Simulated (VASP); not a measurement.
Wanted: the native input for a VASP 6.6.1 run.

```
Task                   : single point
Functional             : r2SCAN
Potentials or basis    : VASP PAW PBE potentials, release 64 (B, N)
Cutoff                 : 520 eV
k mesh                 : 12 × 12 × 4
Occupations            : gaussian, width 0.02 eV
Spin                   : no spin polarisation
Dipole correction      : no
Further INCAR settings : ALGO = Normal; EDIFF = 1e-06; NBANDS = 16
```

Crystal: BN.

```
B N
1.0
     2.50093    0.00000    0.00000
    -1.25046    2.16587    0.00000
     0.00000    0.00000    6.87426
B N
2 2
Direct
  0.33333 0.66667 0.25000
  0.66667 0.33333 0.75000
  0.33333 0.66667 0.75000
  0.66667 0.33333 0.25000
```

One way to write it, as run:

POSCAR

```
BN
1.0
    2.5009264718      0.0000000000      0.0000000000
   -1.2504632359      2.1658658576      0.0000000000
    0.0000000000      0.0000000000      6.8742626984
B N
2 2
Direct
    0.3333333333      0.6666666667      0.2500000000
    0.6666666667      0.3333333333      0.7500000000
    0.3333333333      0.6666666667      0.7500000000
    0.6666666667      0.3333333333      0.2500000000
```

INCAR.step1

```
PREC = Accurate
ENCUT = 520
ISMEAR = 0
SIGMA = 0.02
LREAL = False
LASPH = True
NELM = 80
NBANDS = 16
GGA = PE
ALGO = Normal
EDIFF = 1E-4
LWAVE = True
LCHARG = False
```

INCAR.step2

```
PREC = Accurate
ENCUT = 520
EDIFF = 1E-6
ISMEAR = 0
SIGMA = 0.02
LREAL = False
LASPH = True
NELM = 80
ALGO = Normal
ISIF = 2
LWAVE = False
LCHARG = False
METAGGA = R2SCAN
LMIXTAU = True
NBANDS = 16
ISTART = 1
```

KPOINTS

```
Automatic mesh
0
Gamma
  12 12 4
```

Potentials or basis: VASP PAW PBE potentials, release 64 (B, N).

Run with:

```sh
$ cat potpaw_PBE.64/B/POTCAR potpaw_PBE.64/N/POTCAR > POTCAR
$ cp INCAR.step1 INCAR
$ mpirun -np 1 vasp_std > vasp.out
$ cp INCAR.step2 INCAR
$ mpirun -np 1 vasp_std > vasp.out
```

Results of the run:

```json
{"Pressure": "0.4 GPa", "Band gap on the k mesh": "4.93 eV (least direct gap 5.37 eV)"}
```

Caveat: the PAW data sets were made with another functional, which shifts forces and pressure a little.

It took 3 min on 1 thread of Intel Xeon 8259CL (shared host), peak memory 0.17 GiB.
